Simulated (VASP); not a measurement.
The system is CdS.

```
Cd S
1.0
     0.00000    2.90982    2.98167
     2.90982    0.00000    2.98167
     2.90982    2.90982    0.00000
Cd S
1 1
Direct
  0.00000 0.00000 0.00000
  0.25000 0.25000 0.25000
```

This cell differs from its parent crystal: epitaxial xy strain -1.0%.

Base run:

```yaml
Program: VASP 6.6.1
Functional: HSE06
Potentials_or_basis: VASP PAW PBE potentials, release 64 (Cd, S)
Cutoff: 520 eV
k_mesh: 6 × 6 × 6
Occupations: gaussian, width 0.01 eV
Spin: no spin polarisation
```

Its results: band gap on the k mesh 2.10 eV.

Q: The run is repeated on the same cell with these changes: functional from HSE06 to r2SCAN; further incar settings from ALGO = Normal; EDIFF = 1e-06; NBANDS = 16 to ALGO = Normal; EDIFF = 1e-08. What comes out?

A: Band gap on the k mesh 1.52 eV.

Caveats: the structure was generated, so it needn't be the stable form of CdS.

